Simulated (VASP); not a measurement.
A run of VASP 6.6.1 is set up as follows.

INCAR

```
SYSTEM = Ir
  PREC = Accurate
  ENCUT = 520
  EDIFF = 1E-7
  ISMEAR = -1
  SIGMA = 0.1
  LREAL = .False.
  LASPH = .True.
  NELM = 100
  ALGO = Normal
  ISIF = 2
  LWAVE = .False.
  LCHARG = .True.
  GGA = RE
  LELF = .True.
  LVHAR = .True.
  NBANDS = 20
```

KPOINTS

```
regular mesh
0
Gamma
  9 9 12
  0 0 0
```

The input POSCAR:

```
Ir
1.0
    4.3919204406      0.0000000000      0.0000000000
   -2.1959602203      3.8035146730      0.0000000000
    0.0000000000      0.0000000000      2.7133114428
Ir
3
Direct
    0.0000000000      1.0000000000      0.0000000000
    0.3333333333      0.6666666667      0.5000000000
    0.6666666667      0.3333333333      0.5000000000
```

Potentials or basis: VASP PAW PBE potentials, release 64 (Ir).

Launch:

```sh
$ cat potpaw_PBE.64/Ir/POTCAR > POTCAR
$ mpirun -np 1 vasp_std > vasp.out
```

Q: Predict the pressure.

A: 0.3 GPa.

Stress tensor (GPa, compression positive):
```
0.37 0.00 0.00
0.00 0.37 0.00
0.00 0.00 0.17
```

Caveat: the PAW data sets were made with another functional, which shifts forces and pressure a little.
